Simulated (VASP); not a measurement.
# ZnO (Pm-3m) in VASP: a series of runs

ZnO is run at these levels: LDA, PBEsol, PBE, r2SCAN; tasks: single point, relaxation of cell and atoms.

Program: VASP 6.6.1. These are calculated values, not measurements. Logs are shortened: lines on timing, memory, paths and dates and some standing lists are left out, and cuts for length are marked.

### 1 The cell of the first run

The structure is cubic, space group Pm-3m (No. 221). The conventional cell has a = 2.646 Å, b = 2.646 Å, c = 2.646 Å, α = 90.00°, β = 90.00°, γ = 90.00°. Within 3.0 Å of Zn (site symmetry m-3m) lie 8 O at 2.29 Å and 6 Zn at 2.65 Å. O (site symmetry m-3m) has 8 Zn at 2.29 Å and 6 O at 2.65 Å within 3.0 Å.

### 2 Single point, LDA

Input file INCAR:

```
ALGO     = Normal         # electronic algorithm
EDIFF    = 1E-6           # SCF threshold, eV
ENCUT    = 1340           # plane-wave cutoff, eV
GGA      = CA             # functional
GGA_COMPAT= False        
ISIF     = 2              # what is computed and relaxed
ISMEAR   = -1             # smearing method
LASPH    = True           # aspherical terms in the spheres
LCHARG   = False          # write CHGCAR
LREAL    = False          # projectors in reciprocal space
LWAVE    = False          # write WAVECAR
NBANDS   = 16             # bands
NELM     = 120            # most SCF steps
PREC     = Accurate       # precision mode
SIGMA    = 0.02           # smearing width, eV
```

Input file KPOINTS:

```
k-points
0
Gamma
  10 10 10
```

Input file POSCAR:

```
ZnO
1.0
    2.6461709597      0.0000000000      0.0000000000
    0.0000000000      2.6461709597      0.0000000000
    0.0000000000      0.0000000000      2.6461709597
Zn O
1 1
Direct
    0.0000000000      0.0000000000      0.0000000000
    0.5000000000      0.5000000000      0.5000000000
```

Potentials or basis: VASP PAW LDA potentials, release 64 (Zn, O_h).

Command:

```bash
$ cat potpaw_LDA.64/Zn/POTCAR potpaw_LDA.64/O_h/POTCAR > POTCAR
$ mpirun -np 1 vasp_std > vasp.out
```

OUTCAR:

```text
EDIFF = 1E-6
   ENCUT = 1340
   GGA = CA
   ISIF = 2
   ISMEAR = -1
   LASPH = True
   LREAL = False
   NELM = 120
   PREC = Accurate

 ion  position               nearest neighbor table
   1  0.000  0.000  0.000-
   2  0.500  0.500  0.500-

  LATTYP: Found a simple cubic cell.
 ALAT       =     2.6461709597

  Lattice vectors:

 A1 = (   2.6461709597,   0.0000000000,   0.0000000000)
 A2 = (   0.0000000000,   2.6461709597,   0.0000000000)
 A3 = (   0.0000000000,   0.0000000000,   2.6461709597)

Analysis of symmetry for initial positions (statically):
=====================================================================
 Subroutine PRICEL returns:
 Original cell was already a primitive cell.

 Routine SETGRP: Setting up the symmetry group for a
 simple cubic supercell.

 Subroutine GETGRP returns: Found 48 space group operations
 (whereof 48 operations were pure point group operations)
 out of a pool of 48 trial point group operations.

The static configuration has the point symmetry O_h .

Analysis of symmetry for dynamics (positions and initial velocities):
=====================================================================
 Subroutine PRICEL returns:
 Original cell was already a primitive cell.

 Routine SETGRP: Setting up the symmetry group for a
 simple cubic supercell.

 Subroutine GETGRP returns: Found 48 space group operations
 (whereof 48 operations were pure point group operations)
 out of a pool of 48 trial point group operations.

The dynamic configuration has the point symmetry O_h .

 Subroutine INISYM returns: Found 48 space group operations
 (whereof 48 operations are pure point group operations),
 and found     1 'primitive' translations

----------------------------------------------------------------------------------------

                                     Primitive cell

  volume of cell :      18.5291

  direct lattice vectors                    reciprocal lattice vectors
     2.646170960  0.000000000  0.000000000     0.377904533  0.000000000  0.000000000
     0.000000000  2.646170960  0.000000000     0.000000000  0.377904533  0.000000000
     0.000000000  0.000000000  2.646170960     0.000000000  0.000000000  0.377904533

  length of vectors
     2.646170960  2.646170960  2.646170960     0.377904533  0.377904533  0.377904533

  position of ions in fractional coordinates (direct lattice)
     0.000000000  0.000000000  0.000000000
     0.500000000  0.500000000  0.500000000

  ion indices of the primitive-cell ions
   primitive index   ion index
                 1           1
                 2           2

----------------------------------------------------------------------------------------

 KPOINTS: k-points

Automatic generation of k-mesh.
 Grid dimensions read from file:
 generate k-points for:   10   10   10

 Generating k-lattice:

  Cartesian coordinates                     Fractional coordinates (reciprocal lattice)
     0.037790453  0.000000000  0.000000000     0.100000000  0.000000000  0.000000000
     0.000000000  0.037790453  0.000000000     0.000000000  0.100000000  0.000000000
     0.000000000  0.000000000  0.037790453     0.000000000  0.000000000  0.100000000

  Length of vectors
     0.037790453  0.037790453  0.037790453

  Shift w.r.t. Gamma in fractional coordinates (k-lattice)
     0.000000000  0.000000000  0.000000000

 Subroutine IBZKPT returns following result:
 ===========================================

 Found     56 irreducible k-points:

 Following reciprocal coordinates:
            Coordinates               Weight
  0.000000  0.000000  0.000000      1.000000
  0.100000  0.000000  0.000000      6.000000
  0.200000  0.000000  0.000000      6.000000
  0.300000  0.000000  0.000000      6.000000
  0.400000  0.000000  0.000000      6.000000
  0.500000  0.000000  0.000000      3.000000
[... 16 lines left out ...]
  0.200000  0.100000  0.100000     24.000000
  0.300000  0.100000  0.100000     24.000000
 [... further k-points ...]
   k-points           NKPTS =     56   k-points in BZ     NKDIM =     56   number of bands    NBANDS=     16
   number of dos      NEDOS =    301   number of ions     NIONS =      2
   total plane-waves  NPLWV =  32768
   dimension x,y,z NGX =    32 NGY =   32 NGZ =   32
   dimension x,y,z NGXF=    64 NGYF=   64 NGZF=   64
   ions per type =               1   1
   NGX,Y,Z   is equivalent  to a cutoff of  20.10, 20.10, 20.10 a.u.
   NGXF,Y,Z  is equivalent  to a cutoff of  40.21, 40.21, 40.21 a.u.
 SYSTEM =  unknown system
   PREC   = accura    normal or accurate (medium, high low for compatibility)
   ISTART =      0    job   : 0-new  1-cont  2-samecut
   ICHARG =      2    charge: 1-file 2-atom 10-const
   ISPIN  =      1    spin polarized calculation?
   LNONCOLLINEAR =      F non collinear calculations
   LSORBIT =      F    spin-orbit coupling
   LASPH  =      T    aspherical Exc in radial PAW
   ENCUT  = 1340.0 eV  98.49 Ry    9.92 a.u.   7.90  7.90  7.90*2*pi/ulx,y,z
   NELM   =    120;   NELMIN=  2; NELMDL= -5     # of ELM steps
   EDIFF  = 0.1E-05   stopping-criterion for ELM
   LREAL  =      F    real-space projection
   EDIFFG = 0.1E-04   stopping-criterion for IOM
   NSW    =      0    number of steps for IOM
   IBRION =     -1    ionic relax: 0-MD 1-quasi-New 2-CG
   NFREE  =      0    steps in history (QN), initial steepest desc. (CG)
   ISIF   =      2    stress and relaxation
   ISYM   =      2    0-nonsym 1-usesym 2-fastsym
   POTIM  = 0.5000    time-step for ionic-motion
   TEBEG  =    0.0;   TEEND  =   0.0 temperature during run
   PSTRESS=    0.0 pullay stress
   NELECT =      18.0000    total number of electrons
   NUPDOWN=      -1.0000    fix difference up-down
   EMIN   =  10.00;   EMAX   =-10.00  energy-range for DOS
   EFERMI =   0.00;   METHOD = LEGACY
   ISMEAR =    -1;   SIGMA  =   0.02  broadening in eV -4-tet -1-fermi 0-gaus
   EFERMI_NEDOS =   21; number of points for ismear=-14 and -15
   IALGO  =     38    algorithm
   IMIX   =      4    mixing-type and parameters
     AMIX     =   0.40;   BMIX     =  1.00
     AMIX_MAG =   1.60;   BMIX_MAG =  1.00
  volume/ion in A,a.u.               =       9.26        62.52
  Fermi-wavevector in a.u.,A,eV,Ry     =   1.621366  3.063938 35.767379  2.628828
  Thomas-Fermi vector in A             =   2.715154
   LORBIT       =      0    0 simple, 1 ext, 2 COOP (PROOUT), +10 PAW based schemes
   GGA     = CA    functional components
   LHFCALC =     F    Hartree Fock is set to
   AEXX    =    0.0000 exact exchange contribution
   IVDW    =     0    specifies the selected vdW correction
   LEPSILON=     F    determine dielectric tensor
   LRPA    =     F    only Hartree local field effects (RPA)
 non-spin polarized calculation
  energy-cutoff  :     1340.00
  volume of cell :       18.53
 maximum number of plane-waves:      2103
 NGX is ok and might be reduce to    32
   NGX = 15   NGY = 15   NGZ = 15

 number of electron      17.9999999 magnetization

 Free energy of the ion-electron system (eV)
  ---------------------------------------------------
  ext. energy  EPLUGINS =         0.00000000
  ---------------------------------------------------
  free energy    TOTEN  =        -9.18783363 eV

  energy without entropy =       -9.18767152  energy(sigma->0) =       -9.18775257

 E-fermi :   3.8026     XC(G=0): -13.2567

 val. band max:        3.7542698397   @ k =   0.5000   0.0000   0.0000
 cond. band min:       4.3263061057   @ k =   0.1000   0.0000   0.0000
 fundamental gap:      0.5720362660
 Fermi energy:         3.8026228535

 k-point     1 :       0.0000    0.0000    0.0000
  band No.  band energies     occupation
      1     -14.8639      2.00000
      2      -2.9160      2.00000
      3      -2.9160      2.00000
      4      -1.7007      2.00000
      5      -1.7007      2.00000
      6      -1.7007      2.00000
[... 8 lines left out ...]
     15      21.4734      0.00000
     16      36.3024      0.00000

 k-point     2 :       0.1000    0.0000    0.0000
  band No.  band energies     occupation
      1     -14.7517      2.00000
      2      -2.9019      2.00000
      3      -2.9014      2.00000
      4      -1.7771      2.00000
      5      -1.7771      2.00000
      6      -1.6970      2.00000
[... 8 lines left out ...]
     15      22.4716      0.00000
     16      33.1381      0.00000

 k-point     3 :       0.2000    0.0000    0.0000
  band No.  band energies     occupation
      1     -14.4382      2.00000
      2      -3.0059      2.00000
      3      -2.8629      2.00000
      4      -1.9611      2.00000
      5      -1.9611      2.00000
      6      -1.6873      2.00000
[... 8 lines left out ...]
     15      24.6646      0.00000
     16      29.8377      0.00000

 k-point     4 :       0.3000    0.0000    0.0000
  band No.  band energies     occupation
      1     -14.0015      2.00000
      2      -3.5871      2.00000
      3      -2.8150      2.00000
      4      -2.1641      2.00000
      5      -2.1641      2.00000
      6      -1.6753      2.00000
[... 8 lines left out ...]
     15      27.0165      0.00000
     16      27.4786      0.00000

 k-point     5 :       0.4000    0.0000    0.0000
  band No.  band energies     occupation
      1     -13.5931      2.00000
      2      -4.3782      2.00000
      3      -2.7761      2.00000
      4      -2.3133      2.00000
      5      -2.3133      2.00000
      6      -1.6656      2.00000
[... 8 lines left out ...]
     15      24.7710      0.00000
     16      30.4580      0.00000

 k-point     6 :       0.5000    0.0000    0.0000
  band No.  band energies     occupation
      1     -13.4195      2.00000
      2      -4.7231      2.00000
      3      -2.7612      2.00000
      4      -2.3674      2.00000
      5      -2.3674      2.00000
      6      -1.6619      2.00000
[... 8 lines left out ...]
     15      23.6545      0.00000
     16      31.8942      0.00000
[... 267 lines left out ...]
 k-point    21 :       0.5000    0.5000    0.0000
  band No.  band energies     occupation
      1     -12.6226      2.00000
      2      -2.6244      2.00000
      3      -2.0082      2.00000
      4      -2.0082      2.00000
      5      -1.8761      2.00000
      6      -1.4538      2.00000
[... 8 lines left out ...]
     15      27.1793      0.00000
     16      27.1793      0.00000

 k-point    22 :       0.1000    0.1000    0.1000
  band No.  band energies     occupation
      1     -14.5352      2.00000
      2      -2.8548      2.00000
      3      -2.8548      2.00000
      4      -1.9283      2.00000
      5      -1.8127      2.00000
      6      -1.8127      2.00000
[... 8 lines left out ...]
     15      23.1718      0.00000
     16      30.9767      0.00000

 k-point    23 :       0.2000    0.1000    0.1000
  band No.  band energies     occupation
      1     -14.2373      2.00000
      2      -2.8966      2.00000
      3      -2.8124      2.00000
      4      -2.0730      2.00000
      5      -2.0117      2.00000
      6      -1.7949      2.00000
[... 8 lines left out ...]
     15      25.4810      0.00000
     16      29.2399      0.00000

 k-point    24 :       0.3000    0.1000    0.1000
  band No.  band energies     occupation
      1     -13.8252      2.00000
      2      -3.3872      2.00000
      3      -2.7552      2.00000
      4      -2.2334      2.00000
      5      -2.1294      2.00000
      6      -1.7678      2.00000
[... 8 lines left out ...]
     15      28.0177      0.00000
     16      28.0678      0.00000

 [... further k-points ...]
[... 5 lines left out ...]
  --------------------------------------------------------------------------------------
  -------------------------------------------------------------------------------------
  Total       -0.7246377     -0.7246377     -0.7246377      0.0000000      0.0000000      0.0000000
  in kB      -62.6581808    -62.6581808    -62.6581808      0.0000000      0.0000000      0.0000000
  external PRESSURE =     -62.6581808 kB  Pullay stress =       0.0000000 kB

 VOLUME and BASIS-vectors are now :
 -----------------------------------------------------------------------------
  energy-cutoff  :     1340.00
  volume of cell :       18.53
      direct lattice vectors                 reciprocal lattice vectors
     2.646170960  0.000000000  0.000000000     0.377904533  0.000000000  0.000000000
     0.000000000  2.646170960  0.000000000     0.000000000  0.377904533  0.000000000
     0.000000000  0.000000000  2.646170960     0.000000000  0.000000000  0.377904533

 POSITION                                       TOTAL-FORCE (eV/Angst)
 -----------------------------------------------------------------------------------
      0.00000      0.00000      0.00000         0.000000      0.000000      0.000000
      1.32309      1.32309      1.32309         0.000000      0.000000      0.000000
 -----------------------------------------------------------------------------------
    total drift:                                0.000000      0.000000     -0.000000

  FREE ENERGIE OF THE ION-ELECTRON SYSTEM (eV)
  ---------------------------------------------------
  free  energy   TOTEN  =        -9.1878336297 eV

  energy  without entropy=       -9.1876715166  energy(sigma->0) =       -9.18775257
```

It took 16 s on 1 thread of AMD EPYC 9R45 (Zen 5), shared host; peak memory 0.17 GiB.

Results:

* Free energy: -9.1878 eV
* Pressure: -6.3 GPa
* Band gap on the k mesh: zero (bands 9 and 10 overlap by 0.61 eV)

Caveat: the cell stands under tension; the structure was generated, so it needn't be the stable form of ZnO; semilocal functionals underestimate gaps, and a narrow one can read as zero.

### 3 Single point, PBEsol

Input file INCAR:

```
PREC = Accurate
ENCUT = 1340
EDIFF = 1E-6
ISMEAR = -1
SIGMA = 0.02
LREAL = False
LASPH = True
NELM = 120
ALGO = Normal
ISIF = 2
LWAVE = False
LCHARG = False
GGA = PS
NBANDS = 16
GGA_COMPAT = False
```

Input file KPOINTS:

```
regular mesh
0
Gamma
  8 8 8
```

Input file POSCAR:

```
ZnO
1.0
    2.6447641420      0.0000000000      0.0000000000
    0.0000000000      2.6447641420      0.0000000000
    0.0000000000      0.0000000000      2.6447641420
Zn O
1 1
Direct
    0.0000000000      0.0000000000      0.0000000000
    0.5000000000      0.5000000000      0.5000000000
```

Potentials or basis: VASP PAW PBE potentials, release 64 (Zn, O_h).

Command:

```bash
$ cat potpaw_PBE.64/Zn/POTCAR potpaw_PBE.64/O_h/POTCAR > POTCAR
$ mpirun -np 1 vasp_std > vasp.out
```

Wall time 19 s (1 thread of Intel Xeon 6975P-C (Granite Rapids), shared host); peak memory 0.2 GiB.

Results (log left out):

```yaml
Free_energy: -8.3653 eV
Pressure: 0.9 GPa
Band_gap_on_the_k_mesh: zero (bands 9 and 10 overlap by 0.64 eV)
```

Levels at points of the mesh, in eV from the Fermi level:
```
           k point  band 6  band 7  band 8  band 9  band 10  band 11  band 12  band 13
(0.00, 0.00, 0.00)   -5.37   -1.37   -1.37   -1.37    -0.69    14.16    14.16    17.86
(0.50, 0.00, 0.00)   -5.33   -4.55   -0.04   -0.04     5.15     6.78    15.88    15.88
(0.50, 0.50, 0.00)   -5.27   -5.27   -5.10   -0.24     2.63    10.30    10.30    15.97
(0.50, 0.50, 0.50)   -5.08   -1.45   -1.45   -1.45     5.36     5.36     5.36     9.82
```

Caveat: the structure was generated, so it needn't be the stable form of ZnO; semilocal functionals underestimate gaps, and a narrow one can read as zero; the PAW data sets were made with another functional, which shifts forces and pressure a little.

(Part 1 of 2 ends here.)

The gap in the log of VASP goes by the Fermi energy; the results here count the filled bands.